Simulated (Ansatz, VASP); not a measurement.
Two plane-wave programs on Cd3Cu2

File INCAR:

```
ALGO     = Normal         # electronic algorithm
EDIFF    = 1E-7           # SCF threshold, eV
EDIFFG   = -0.01          # ionic threshold
ENCUT    = 600            # plane-wave cutoff, eV
GGA      = PE             # functional
IBRION   = 2              # ionic algorithm
ISIF     = 3              # what is computed and relaxed
ISMEAR   = 0              # smearing method
LASPH    = T              # aspherical terms in the spheres
LCHARG   = F              # write CHGCAR
LREAL    = F              # projectors in reciprocal space
LWAVE    = F              # write WAVECAR
NELM     = 100            # most SCF steps
NSW      = 100            # ionic steps
PREC     = Accurate       # precision mode
SIGMA    = 0.1            # smearing width, eV
```

KPOINTS

```
k-points
0
Gamma
  8 8 8
```

The input POSCAR:

```
Cd3Cu2
1.0
    4.9176770399      0.0000000000      0.0000000000
    0.0000000000      4.9176770399      0.0000000000
    0.0000000000      0.0000000000      4.9176770399
Cd Cu
3 2
Direct
    0.5000000000      0.0000000000      0.0000000000
    0.0000000000      0.5000000000      0.0000000000
    0.0000000000      0.0000000000      0.5000000000
    0.0000000000      0.0000000000      0.0000000000
    0.5000000000      0.5000000000      0.5000000000
```

Input for Ansatz:

```yaml
crystal:
  lattice:
    - [4.9176770399, 0.0, 0.0]
    - [0.0, 4.9176770399, 0.0]
    - [0.0, 0.0, 4.9176770399]
  atoms:
    - { symbol: Cd, position: [0.5, 0.0, 0.0] }
    - { symbol: Cd, position: [0.0, 0.5, 0.0] }
    - { symbol: Cd, position: [0.0, 0.0, 0.5] }
    - { symbol: Cu, position: [0.0, 0.0, 0.0] }
    - { symbol: Cu, position: [0.5, 0.5, 0.5] }
basis:
  ecutwfc: 420
kpoints:
  mp_grid: { grid: [8, 8, 8] }
hamiltonian:
  xc: pbe
scf:
  occupations: { method: gaussian, width: 0.1 }
output:
  forces: true
  stress: true
  eigenvalues: true
  write_density: true
  write_potential: true
  elf: true
  volumetric_format: npy
relax:
  adjacent_minimum: "off"
  f_tol: 0.01
  max_steps: 80
  cell: { stress_tol: 0.05 }
```

Alike in both runs: task relaxation of cell and atoms; functional PBE; k mesh 8 × 8 × 8; occupations gaussian, width 0.1 eV; no spin polarisation.

```csv
,VASP,Ansatz
version,VASP 6.6.1,Ansatz 0.2.0
potentials or method,"VASP PAW PBE potentials, release 64 (Cd, Cu), cutoff 600 eV","scalar-relativistic, plane waves, PAW"
valence electrons in the cell,58,98
```

Ansatz gave:

| Quantity | Value |
| --- | --- |
| gap on the k mesh at the Fermi level, each at its own relaxed structure (eV) | none |
| relaxed volume (Å³/atom) | 24.04 |
| relaxed cell length with the largest relative difference (Å) | 4.935 |

Task: What did VASP give for the same quantities?

Result: gap on the k mesh at the Fermi level, each at its own relaxed structure (eV): none; relaxed volume (Å³/atom): 24.23; relaxed cell length with the largest relative difference (Å): 4.948.

A gap of «none» marks a metal or a gap that the smearing closes. VASP's potentials hold 58 valence electrons a cell and Ansatz's 98, so a difference there can come from the potentials and not from the codes.
